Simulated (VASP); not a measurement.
Crystal: TlAs2.

```
CELL_PARAMETERS angstrom
4.40914 0.00000 0.00000
0.00000 4.40914 0.00000
0.00000 0.00000 6.72747
ATOMIC_POSITIONS crystal
Tl 0.00000 0.50000 0.70000
Tl 0.50000 0.00000 0.30000
As 0.00000 0.00000 0.00000
As 0.50000 0.50000 0.00000
As 0.00000 0.50000 0.27000
As 0.50000 0.00000 0.73000
```

* Program: VASP 6.6.1
* Task: relaxation of cell and atoms
* Functional: PBE
* Potentials or basis: VASP PAW PBE potentials, release 64 (Tl_d, As)
* Cutoff: 600 eV
* k mesh: 4 × 4 × 4
* Occupations: gaussian, width 0.1 eV
* Spin: no spin polarisation

At the start: pressure 9.0 GPa; volume 21.80 Å³/atom.

**Question.** How do energy, volume and symmetry change on relaxing?

**Answer.** Over 18 steps the energy falls by 359.8 meV/atom and the volume is 28.25 Å³/atom (+29.6 %); space group P4/nmm (No. 129, to 0.1 Å) before and after.

The path:
```
step  energy change (eV)  largest force (eV/Å)  pressure (GPa)  volume (Å³)
   1              0.0000                0.9381            9.00       130.79
   2             -0.5468                1.1485           -1.59       155.36
   3             -0.5585                1.0809           -0.53       151.58
   4             -0.6973                1.1167           -0.44       152.23
   5             -1.1013                1.0226           -0.14       154.16
   6             -1.8762                0.8753            0.86       157.86
   7             -1.6701                0.8515            3.06       164.53
   8             -1.9235                0.6315            2.36       162.06
   9             -2.0656                0.1168            1.37       160.00
  10             -2.0576                0.1694           -2.05       180.32
  11             -2.1286                0.0475           -0.42       169.78
  12             -2.1468                0.2061            0.36       169.49
  13             -2.1540                0.1189            0.06       169.64
  14             -2.1568                0.0680           -0.20       170.44
  15             -2.1568                0.0670           -0.18       170.37
  16             -2.1573                0.0324            0.22       168.70
  17             -2.1579                0.0474            0.06       169.39
  18             -2.1588                0.0364            0.04       169.51
```

Final structure:
```
Tl As
1.0
     4.90181    0.00000    0.00000
     0.00000    4.90181    0.00000
     0.00000    0.00000    7.05471
Tl As
2 4
Cartesian
  0.0000 2.4509 4.5936
  2.4509 0.0000 2.4611
  0.0000 0.0000 0.0000
  2.4509 2.4509 0.0000
  0.0000 2.4509 1.0827
  2.4509 0.0000 5.9720
```

Caveat: the volume moved by over 15 % at a fixed basis, so the end points are rough.
